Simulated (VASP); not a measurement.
# Yb (Fm-3m) in VASP: a series of runs

Runs on Yb. Level: PBEsol. Tasks: single point, relaxation of cell and atoms.

Everything below comes from runs of VASP 6.6.1. Logs are shortened: lines on timing, memory, paths and dates and some standing lists are left out, and cuts for length are marked.

**1. The cell of the first run**

It takes space group Fm-3m (No. 225, cubic). The conventional cell has a = 5.073 Å, b = 5.073 Å, c = 5.073 Å, α = 90.00°, β = 90.00°, γ = 90.00°. Within 4.7 Å of Yb (site symmetry m-3m) lie 12 Yb at 3.59 Å.

**2. Single point, PBEsol**

Contents of INCAR:

```
SYSTEM = Yb
PREC = Accurate
ENCUT = 520
EDIFF = 1E-7
ISMEAR = 0
SIGMA = 0.05
LREAL = .FALSE.
LASPH = .TRUE.
NELM = 100
ALGO = Normal
ISIF = 2
LWAVE = .FALSE.
LCHARG = .FALSE.
GGA = PS
NBANDS = 18
```

Contents of KPOINTS:

```
Automatic mesh
0
G
  7 7 7
  0 0 0
```

Contents of POSCAR:

```
Yb
1.0
    3.5872280912      0.0000000000      0.0000000000
    1.7936140456      3.1066306561      0.0000000000
    1.7936140456      1.0355435520      2.9289594715
Yb
1
Direct
    0.0000000000      0.0000000000      0.0000000000
```

Potentials or basis: VASP PAW PBE potentials, release 64 (Yb).

Command:

```sh
cat potpaw_PBE.64/Yb/POTCAR > POTCAR
mpirun -np 1 vasp_std > vasp.out
```

OUTCAR:

```text
SYSTEM = Yb
   PREC = Accurate
   ENCUT = 520
   EDIFF = 1E-7
   ISMEAR = 0
   LREAL = .FALSE.
   LASPH = .TRUE.
   NELM = 100
   ISIF = 2
   GGA = PS

 ion  position               nearest neighbor table
   1  0.000  0.000  0.000-

  LATTYP: Found a face centered cubic cell.
 ALAT       =     5.0731066178

  Lattice vectors:

 A1 = (   3.5872280912,   0.0000000000,   0.0000000000)
 A2 = (   1.7936140456,   3.1066306561,   0.0000000000)
 A3 = (   1.7936140456,   1.0355435520,   2.9289594715)

Analysis of symmetry for initial positions (statically):
=====================================================================
 Subroutine PRICEL returns:
 Original cell was already a primitive cell.

 Routine SETGRP: Setting up the symmetry group for a
 face centered cubic supercell.

 Subroutine GETGRP returns: Found 48 space group operations
 (whereof 48 operations were pure point group operations)
 out of a pool of 48 trial point group operations.

The static configuration has the point symmetry O_h .

Analysis of symmetry for dynamics (positions and initial velocities):
=====================================================================
 Subroutine PRICEL returns:
 Original cell was already a primitive cell.

 Routine SETGRP: Setting up the symmetry group for a
 face centered cubic supercell.

 Subroutine GETGRP returns: Found 48 space group operations
 (whereof 48 operations were pure point group operations)
 out of a pool of 48 trial point group operations.

The dynamic configuration has the point symmetry O_h .

 Subroutine INISYM returns: Found 48 space group operations
 (whereof 48 operations are pure point group operations),
 and found     1 'primitive' translations

----------------------------------------------------------------------------------------

                                     Primitive cell

  volume of cell :      32.6409

  direct lattice vectors                    reciprocal lattice vectors
     3.587228091  0.000000000  0.000000000     0.278766773 -0.160946072 -0.113806059
     1.793614046  3.106630656  0.000000000     0.000000000  0.321892143 -0.113806059
     1.793614046  1.035543552  2.928959471     0.000000000  0.000000000  0.341418176

  length of vectors
     3.587228091  3.587228091  3.587228091     0.341418176  0.341418176  0.341418176

  position of ions in fractional coordinates (direct lattice)
     0.000000000  0.000000000  0.000000000

  ion indices of the primitive-cell ions
   primitive index   ion index
                 1           1

----------------------------------------------------------------------------------------

 KPOINTS: Automatic mesh

Automatic generation of k-mesh.
 Grid dimensions read from file:
 generate k-points for:    7    7    7

 Generating k-lattice:

  Cartesian coordinates                     Fractional coordinates (reciprocal lattice)
     0.039823825 -0.022992296 -0.016258008     0.142857143  0.000000000  0.000000000
     0.000000000  0.045984592 -0.016258008     0.000000000  0.142857143 -0.000000000
     0.000000000  0.000000000  0.048774025     0.000000000  0.000000000  0.142857143

  Length of vectors
     0.048774025  0.048774025  0.048774025

  Shift w.r.t. Gamma in fractional coordinates (k-lattice)
     0.000000000  0.000000000  0.000000000

 Subroutine IBZKPT returns following result:
 ===========================================

 Found     20 irreducible k-points:

 Following reciprocal coordinates:
            Coordinates               Weight
  0.000000  0.000000  0.000000      1.000000
  0.142857  0.000000 -0.000000      8.000000
  0.285714  0.000000  0.000000      8.000000
  0.428571  0.000000 -0.000000      8.000000
  0.142857  0.142857  0.000000      6.000000
  0.285714  0.142857  0.000000     24.000000
[... 12 lines left out ...]
 -0.428571  0.428571  0.142857     24.000000
 -0.285714  0.428571  0.142857     24.000000
   k-points           NKPTS =     20   k-points in BZ     NKDIM =     20   number of bands    NBANDS=     18
   number of dos      NEDOS =    301   number of ions     NIONS =      1
   total plane-waves  NPLWV =  21952
   dimension x,y,z NGX =    28 NGY =   28 NGZ =   28
   dimension x,y,z NGXF=    56 NGYF=   56 NGZF=   56
   ions per type =               1
   NGX,Y,Z   is equivalent  to a cutoff of  12.98, 12.98, 12.98 a.u.
   NGXF,Y,Z  is equivalent  to a cutoff of  25.95, 25.95, 25.95 a.u.
 SYSTEM =  Yb
   PREC   = accura    normal or accurate (medium, high low for compatibility)
   ISTART =      0    job   : 0-new  1-cont  2-samecut
   ICHARG =      2    charge: 1-file 2-atom 10-const
   ISPIN  =      1    spin polarized calculation?
   LNONCOLLINEAR =      F non collinear calculations
   LSORBIT =      F    spin-orbit coupling
   LASPH  =      T    aspherical Exc in radial PAW
   ENCUT  =  520.0 eV  38.22 Ry    6.18 a.u.   6.67  6.67  6.67*2*pi/ulx,y,z
   NELM   =    100;   NELMIN=  2; NELMDL= -5     # of ELM steps
   EDIFF  = 0.1E-06   stopping-criterion for ELM
   LREAL  =      F    real-space projection
   EDIFFG = 0.1E-05   stopping-criterion for IOM
   NSW    =      0    number of steps for IOM
   IBRION =     -1    ionic relax: 0-MD 1-quasi-New 2-CG
   NFREE  =      0    steps in history (QN), initial steepest desc. (CG)
   ISIF   =      2    stress and relaxation
   ISYM   =      2    0-nonsym 1-usesym 2-fastsym
   POTIM  = 0.5000    time-step for ionic-motion
   TEBEG  =    0.0;   TEEND  =   0.0 temperature during run
   PSTRESS=    0.0 pullay stress
   NELECT =      24.0000    total number of electrons
   NUPDOWN=      -1.0000    fix difference up-down
   EMIN   =  10.00;   EMAX   =-10.00  energy-range for DOS
   EFERMI =   0.00;   METHOD = LEGACY
   ISMEAR =     0;   SIGMA  =   0.05  broadening in eV -4-tet -1-fermi 0-gaus
   EFERMI_NEDOS =   21; number of points for ismear=-14 and -15
   IALGO  =     38    algorithm
   IMIX   =      4    mixing-type and parameters
     AMIX     =   0.40;   BMIX     =  1.00
     AMIX_MAG =   1.60;   BMIX_MAG =  1.00
  volume/ion in A,a.u.               =      32.64       220.27
  Fermi-wavevector in a.u.,A,eV,Ry     =   1.477604  2.792266 29.705766  2.183312
  Thomas-Fermi vector in A             =   2.591987
   LORBIT       =      0    0 simple, 1 ext, 2 COOP (PROOUT), +10 PAW based schemes
   GGA     = PS    functional components
   LHFCALC =     F    Hartree Fock is set to
   AEXX    =    0.0000 exact exchange contribution
   IVDW    =     0    specifies the selected vdW correction
   LEPSILON=     F    determine dielectric tensor
   LRPA    =     F    only Hartree local field effects (RPA)
 non-spin polarized calculation
 Gauss-broadening in eV      SIGMA  =   0.05
  energy-cutoff  :      520.00
  volume of cell :       32.64
 maximum number of plane-waves:       893
   NGX = 13   NGY = 13   NGZ = 13

 number of electron      23.9999989 magnetization

 Free energy of the ion-electron system (eV)
  ---------------------------------------------------
  ext. energy  EPLUGINS =         0.00000000
  ---------------------------------------------------
  free energy    TOTEN  =        -3.91857439 eV

  energy without entropy =       -3.91553626  energy(sigma->0) =       -3.91705532

 E-fermi :   1.7683     XC(G=0): -10.0027

 val. band max:        1.7392087851   @ k =  -0.2857   0.4286   0.1429
 cond. band min:       1.8024750647   @ k =  -0.4286   0.2857   0.0000
 fundamental gap:      0.0632662795
 Fermi energy:         1.7682715516

 k-point     1 :       0.0000    0.0000    0.0000
  band No.  band energies     occupation
      1     -49.8819      2.00000
      2     -21.9947      2.00000
      3     -21.9947      2.00000
      4     -21.9947      2.00000
      5      -3.6269      2.00000
      6       1.2539      2.00000
[... 10 lines left out ...]
     17       7.0363      0.00000
     18      11.7311      0.00000

 k-point     2 :       0.1429    0.0000   -0.0000
  band No.  band energies     occupation
      1     -49.8770      2.00000
      2     -22.0870      2.00000
      3     -22.0066      2.00000
      4     -22.0066      2.00000
      5      -3.1130      2.00000
      6       1.2584      2.00000
[... 10 lines left out ...]
     17       6.7957      0.00000
     18      12.5698      0.00000

 k-point     3 :       0.2857    0.0000    0.0000
  band No.  band energies     occupation
      1     -49.8659      2.00000
      2     -22.2877      2.00000
      3     -22.0332      2.00000
      4     -22.0332      2.00000
      5      -1.7897      2.00000
      6       1.2806      2.00000
[... 10 lines left out ...]
     17       7.2246      0.00000
     18      11.0668      0.00000

 k-point     4 :       0.4286    0.0000   -0.0000
  band No.  band energies     occupation
      1     -49.8571      2.00000
      2     -22.4424      2.00000
      3     -22.0545      2.00000
      4     -22.0545      2.00000
      5      -0.4404      2.00000
      6       1.2992      2.00000
[... 10 lines left out ...]
     17       8.4910      0.00000
     18      10.1453      0.00000

 k-point     5 :       0.1429    0.1429    0.0000
  band No.  band energies     occupation
      1     -49.8753      2.00000
      2     -22.0846      2.00000
      3     -22.0269      2.00000
      4     -22.0269      2.00000
      5      -2.9422      2.00000
      6       1.2596      2.00000
[... 10 lines left out ...]
     17       7.3189      0.00000
     18      13.2928      0.00000

 k-point     6 :       0.2857    0.1429    0.0000
  band No.  band energies     occupation
      1     -49.8664      2.00000
      2     -22.2324      2.00000
      3     -22.0586      2.00000
      4     -22.0538      2.00000
      5      -1.8756      2.00000
      6       1.2758      2.00000
[... 223 lines left out ...]
 k-point    17 :       0.4286    0.2857    0.1429
  band No.  band energies     occupation
      1     -49.8581      2.00000
      2     -22.3144      2.00000
      3     -22.1432      2.00000
      4     -22.0729      2.00000
      5      -0.6883      2.00000
      6       1.3042      2.00000
[... 10 lines left out ...]
     17       8.8090      0.00000
     18      11.4823      0.00000

 k-point    18 :      -0.4286    0.2857    0.1429
  band No.  band energies     occupation
      1     -49.8515      2.00000
      2     -22.3740      2.00000
      3     -22.2009      2.00000
      4     -22.1027      2.00000
      5       0.6963      2.00000
      6       1.3006      2.00000
[... 10 lines left out ...]
     17       8.9952      0.00000
     18      10.0810      0.00000

 k-point    19 :      -0.4286    0.4286    0.1429
  band No.  band energies     occupation
      1     -49.8486      2.00000
      2     -22.3787      2.00000
      3     -22.2068      2.00000
      4     -22.1532      2.00000
      5       0.7576      2.00000
      6       1.3542      2.00000
[... 10 lines left out ...]
     17       9.2566      0.00000
     18      10.0697      0.00000

 k-point    20 :      -0.2857    0.4286    0.1429
  band No.  band energies     occupation
      1     -49.8478      2.00000
      2     -22.3201      2.00000
      3     -22.2918      2.00000
      4     -22.1457      2.00000
      5       1.2236      2.00000
      6       1.3255      2.00000
[... 10 lines left out ...]
     17       8.6201      0.00000
     18      10.9060      0.00000

------------------------ aborting loop because EDIFF is reached ----------------------------------------

  FORCE on cell =-STRESS in cart. coord.  units (eV):
  Direction    XX          YY          ZZ          XY          YZ          ZX
  --------------------------------------------------------------------------------------
  -------------------------------------------------------------------------------------
  Total       -0.0739213     -0.0739213     -0.0739213      0.0000000      0.0000000      0.0000000
  in kB       -3.6284277     -3.6284277     -3.6284277      0.0000000      0.0000000      0.0000000
  external PRESSURE =      -3.6284277 kB  Pullay stress =       0.0000000 kB

 VOLUME and BASIS-vectors are now :
 -----------------------------------------------------------------------------
  energy-cutoff  :      520.00
  volume of cell :       32.64
      direct lattice vectors                 reciprocal lattice vectors
     3.587228091  0.000000000  0.000000000     0.278766773 -0.160946072 -0.113806059
     1.793614046  3.106630656  0.000000000     0.000000000  0.321892143 -0.113806059
     1.793614046  1.035543552  2.928959471     0.000000000  0.000000000  0.341418176

 POSITION                                       TOTAL-FORCE (eV/Angst)
 -----------------------------------------------------------------------------------
      0.00000      0.00000      0.00000         0.000000     -0.000000      0.000000
 -----------------------------------------------------------------------------------
    total drift:                               -0.000000     -0.000000     -0.000000

  FREE ENERGIE OF THE ION-ELECTRON SYSTEM (eV)
  ---------------------------------------------------
  free  energy   TOTEN  =        -3.9185743865 eV

  energy  without entropy=       -3.9155362558  energy(sigma->0) =       -3.91705532
```

Wall time 34 s (1 thread of AMD EPYC 7R43 (Zen 3), shared host); peak memory 0.13 GiB.

What came out:

- Free energy: -3.9186 eV
- Pressure: -0.4 GPa
- Band gap on the k mesh: 0.06 eV, indirect (least direct gap 0.17 eV)

Caveat: the PAW data sets were made with another functional, which shifts forces and pressure a little; spin-orbit coupling is left out, which moves the levels of the heavy elements.

**3. Relaxation of cell and atoms, PBEsol**

This run uses another cell than the first one, of 41.28 Å³/atom, 1.265 times its volume.

Contents of INCAR:

```
PREC     = Accurate       # precision mode
ENCUT    = 600            # plane-wave cutoff, eV
EDIFF    = 1E-6           # SCF threshold, eV
ISMEAR   = 0              # smearing method
SIGMA    = 0.05           # smearing width, eV
LREAL    = F              # projectors in reciprocal space
LASPH    = T              # aspherical terms in the spheres
NELM     = 60             # most SCF steps
ALGO     = Normal         # electronic algorithm
ISIF     = 3              # what is computed and relaxed
LWAVE    = F              # write WAVECAR
LCHARG   = F              # write CHGCAR
GGA      = PS             # functional
IBRION   = 2              # ionic algorithm
NSW      = 80             # ionic steps
EDIFFG   = -0.01          # ionic threshold
```

Contents of KPOINTS:

```
Automatic mesh
0
Gamma
  7 7 7
```

Contents of POSCAR:

```
Yb
1.0
    3.8793290000      0.0000000000      0.0000000000
    1.9396645000      3.3595974636      0.0000000000
    1.9396645000      1.1198658212      3.1674588648
Yb
1
Direct
    0.0000000000      0.0000000000      0.0000000000
```

Potentials or basis: VASP PAW PBE potentials, release 64 (Yb).

Command:

```sh
cat potpaw_PBE.64/Yb/POTCAR > POTCAR
mpirun -np 1 vasp_std > vasp.out
```

Run time: 21 min. Hardware: 1 thread of AMD EPYC 7R43 (Zen 3), shared host; peak memory 0.14 GiB.

It converged, with:

| Quantity | Value |
| --- | --- |
| Free energy | -3.9226 eV |
| Relaxed volume | 32.67 Å³/atom |
| Relaxed cell | a = 3.588 Å, b = 3.588 Å, c = 3.588 Å, α = 60.00°, β = 60.00°, γ = 60.00° |
| Space group after relaxing (to 0.05 Å) | Fm-3m (No. 225) |
| Energy gained by relaxing | 122.5 meV/atom |
| Ionic steps | 53 |
| Pressure after relaxing | 0.0 GPa |
| Band gap on the k mesh | 0.06 eV, indirect (least direct gap 0.17 eV) |

Step by step:
| step | energy change (eV) | largest force (eV/Å) | pressure (GPa) | volume (Å³) |
| --- | --- | --- | --- | --- |
| 1 | 0.0000 | 0.0000 | -3.92 | 41.28 |
| 3 | -0.1210 | 0.0000 | 0.75 | 33.21 |
| 5 | -0.1199 | 0.0000 | 0.33 | 33.47 |
| 7 | -0.1191 | 0.0000 | -0.97 | 33.61 |
| 9 | -0.1194 | 0.0000 | -1.01 | 33.56 |
| 11 | -0.1194 | 0.0000 | -0.42 | 33.55 |
| 13 | -0.1196 | 0.0000 | -0.74 | 33.53 |
| 15 | -0.1200 | 0.0000 | -0.26 | 33.44 |
| 17 | -0.1201 | 0.0000 | 0.30 | 33.41 |
| 19 | -0.1201 | 0.0000 | -0.49 | 33.41 |
| 21 | -0.1202 | 0.0000 | -0.84 | 33.41 |
| 23 | -0.1204 | 0.0000 | -5.11 | 33.35 |
| 25 | -0.1207 | 0.0000 | -0.73 | 33.27 |
| 27 | -0.1210 | 0.0000 | -5.42 | 33.21 |
| 29 | -0.1214 | 0.0000 | -0.25 | 33.11 |
| 31 | -0.1214 | 0.0000 | -0.54 | 33.09 |
| 33 | -0.1217 | 0.0000 | -0.56 | 33.01 |
| 35 | -0.1218 | 0.0000 | -0.07 | 32.99 |
| 37 | -0.1219 | 0.0000 | 0.56 | 32.94 |
| 39 | -0.1218 | 0.0000 | -0.29 | 32.99 |
| 41 | -0.1218 | 0.0000 | -0.66 | 32.98 |
| 43 | -0.1218 | 0.0000 | -0.59 | 32.98 |
| 45 | -0.1220 | 0.0000 | -5.65 | 32.91 |
| 47 | -0.1223 | 0.0000 | -0.41 | 32.81 |
| 49 | -0.1224 | 0.0000 | -3.38 | 32.76 |
| 51 | -0.1225 | 0.0000 | -0.36 | 32.71 |
| 53 | -0.1225 | 0.0000 | -0.04 | 32.67 |

Final structure:
```xyz
1
Lattice="3.5883 0.0000 0.0000 1.7941 3.1075 0.0000 1.7941 1.0358 2.9298" Properties=species:S:1:pos:R:3 pbc="T T T"
Yb    0.0000    0.0000    0.0000
```

Levels at points of the mesh, in eV from the valence-band top:
```csv
k point,band 8,band 9,band 10,band 11,band 12,band 13,band 14,band 15,band 16
"(0.00, 0.00, 0.00)",-0.36,-0.36,-0.24,-0.24,-0.24,2.94,2.94,2.94,5.29
```

Caveat: the volume moved by over 15 % at a fixed basis, so the end points are rough; the PAW data sets were made with another functional, which shifts forces and pressure a little; spin-orbit coupling is left out, which moves the levels of the heavy elements; the volume moved by -21 % from the deposited cell, more than functionals usually miss.
